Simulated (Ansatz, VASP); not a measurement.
**AlB2N3 in VASP and in Ansatz**

The input INCAR:

```
SYSTEM = AlB2N3
PREC = Accurate ; ENCUT = 600
EDIFF = 1E-6 ; ISMEAR = 0
SIGMA = 0.02 ; LREAL = .False.
LASPH = .True. ; NELM = 80
ALGO = Normal ; ISIF = 3
LWAVE = .False. ; LCHARG = .False.
GGA = PE ; IBRION = 2
NSW = 100 ; EDIFFG = -0.01
```

File KPOINTS:

```
regular mesh
0
Gamma
  6 6 4
  0 0 0
```

File POSCAR:

```
AlB2N3
1.0
    4.0752089352     -2.3527831563      0.0000000000
    4.0752089352      2.3527831563      0.0000000000
    0.0000000000      0.0000000000      6.7673570060
Al B N
2 4 6
Direct
    0.8156324345      0.1843675655      0.2500000000
    0.1843675655      0.8156324345      0.7500000000
    0.1503169879      0.5144369216      0.2500000000
    0.4855630784      0.8496830121      0.2500000000
    0.5144369216      0.1503169879      0.7500000000
    0.8496830121      0.4855630784      0.7500000000
    0.1826114243      0.4352872972      0.7500000000
    0.8012365714      0.1987634286      0.7500000000
    0.5647127028      0.8173885757      0.7500000000
    0.4352872972      0.1826114243      0.2500000000
    0.1987634286      0.8012365714      0.2500000000
    0.8173885757      0.5647127028      0.2500000000
```

Input for Ansatz:

```yaml
crystal:
  lattice:
    - [4.0752089352, -2.3527831563, 0.0]
    - [4.0752089352, 2.3527831563, 0.0]
    - [0.0, 0.0, 6.767357006]
  atoms:
    - { symbol: Al, position: [0.8156324345, 0.1843675655, 0.25] }
    - { symbol: Al, position: [0.1843675655, 0.8156324345, 0.75] }
    - { symbol: B, position: [0.1503169879, 0.5144369216, 0.25] }
    - { symbol: B, position: [0.4855630784, 0.8496830121, 0.25] }
    - { symbol: B, position: [0.5144369216, 0.1503169879, 0.75] }
    - { symbol: B, position: [0.8496830121, 0.4855630784, 0.75] }
    - { symbol: "N", position: [0.1826114243, 0.4352872972, 0.75] }
    - { symbol: "N", position: [0.8012365714, 0.1987634286, 0.75] }
    - { symbol: "N", position: [0.5647127028, 0.8173885757, 0.75] }
    - { symbol: "N", position: [0.4352872972, 0.1826114243, 0.25] }
    - { symbol: "N", position: [0.1987634286, 0.8012365714, 0.25] }
    - { symbol: "N", position: [0.8173885757, 0.5647127028, 0.25] }
basis:
  ecutwfc: 420
kpoints:
  mp_grid: { grid: [6, 6, 4] }
hamiltonian:
  xc: pbe
scf:
  occupations: { method: gaussian, width: 0.02 }
output:
  forces: true
  stress: true
  eigenvalues: true
relax:
  adjacent_minimum: "off"
  f_tol: 0.01
  max_steps: 80
  cell: { stress_tol: 0.05 }
```

Alike in both runs: task relaxation of cell and atoms; functional PBE; k mesh 6 × 6 × 4; occupations gaussian, width 0.02 eV; no spin polarisation.

|  | VASP | Ansatz |
| --- | --- | --- |
| version | VASP 6.6.1 | Ansatz 0.2.0 |
| potentials or method | VASP PAW PBE potentials, release 64 (Al, B, N), cutoff 600 eV | scalar-relativistic, plane waves, PAW |
| valence electrons in the cell | 48 | 48 |

|  | VASP | Ansatz | Ansatz less VASP |
| --- | --- | --- | --- |
| gap on the k mesh at the Fermi level, each at its own relaxed structure (eV) | 3.51 | 3.47 | -0.044 |
| relaxed volume (Å³/atom) | 10.63 | 10.81 | +0.186 |
| relaxed cell length with the largest relative difference (Å) | 6.651 | 6.767 | +0.1160 |
